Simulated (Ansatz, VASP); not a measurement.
# SrCl2: VASP beside Ansatz

```xyz
3
Lattice="0.0000 3.5539 3.5539 3.5539 0.0000 3.5539 3.5539 3.5539 0.0000" Properties=species:S:1:pos:R:3 pbc="T T T"
Sr    0.0000    0.0000    0.0000
Cl    1.7769    1.7769    1.7769
Cl    5.3308    5.3308    5.3308
```

Change from the starting cell: volume scaled by 1.06.

Alike in both runs: task single point; functional LDA; k mesh 8 × 8 × 8; occupations fermi-dirac, width 0.01 eV; no spin polarisation.

|  | VASP | Ansatz |
| --- | --- | --- |
| version | VASP 6.6.1 | Ansatz 0.2.0 |
| potentials or method | VASP PAW LDA potentials, release 64 (Sr_sv, Cl), cutoff 520 eV | all-electron LAPW, scalar-relativistic |

```tsv
	VASP	Ansatz	Ansatz less VASP
gap on the k mesh at the Fermi level (eV)	4.68	4.68	-0.006
pressure (GPa)	-4.2	-4.3	-0.08
```

LDA's correlation is that of Perdew and Zunger in VASP and of Perdew and Wang (1992) in Ansatz. Ansatz ran all-electron here, and VASP with PAW potentials.
